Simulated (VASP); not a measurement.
A run of VASP 6.6.1:

File INCAR:

```
PREC     = Accurate       # precision mode
ENCUT    = 520            # plane-wave cutoff, eV
EDIFF    = 1E-6           # SCF threshold, eV
ISMEAR   = 0              # smearing method
SIGMA    = 0.15           # smearing width, eV
LREAL    = F              # projectors in reciprocal space
LASPH    = T              # aspherical terms in the spheres
NELM     = 80             # most SCF steps
ALGO     = Fast           # electronic algorithm
ISIF     = 2              # what is computed and relaxed
LWAVE    = F              # write WAVECAR
LCHARG   = F              # write CHGCAR
GGA      = PS             # functional
NBANDS   = 16             # bands
```

File KPOINTS:

```
regular mesh
0
Gamma
  16 16 16
```

File POSCAR:

```
AlRu
1.0
    2.9916000000      0.0000000000      0.0000000000
    0.0000000000      2.9916000000      0.0000000000
    0.0000000000      0.0000000000      2.9916000000
Al Ru
1 1
Direct
    0.0000000000      0.0000000000      0.0000000000
    0.5000000000      0.3997192138      0.4498596069
```

Potentials or basis: VASP PAW PBE potentials, release 64 (Al, Ru_pv).

Launch:

```sh
$ cat potpaw_PBE.64/Al/POTCAR potpaw_PBE.64/Ru_pv/POTCAR > POTCAR
$ mpirun -np 1 vasp_std > vasp.out
```

Hardware: 1 thread of Intel(R) Xeon(R) 6975P-C (Granite Rapids), on a shared host.

Task: Estimate the wall time of this run.

Result: It took 2.4 min on 1 thread of Intel(R) Xeon(R) 6975P-C (Granite Rapids), with other jobs on the host, peak memory 0.55 GiB. Counts: scf iterations 13, k points 1170.
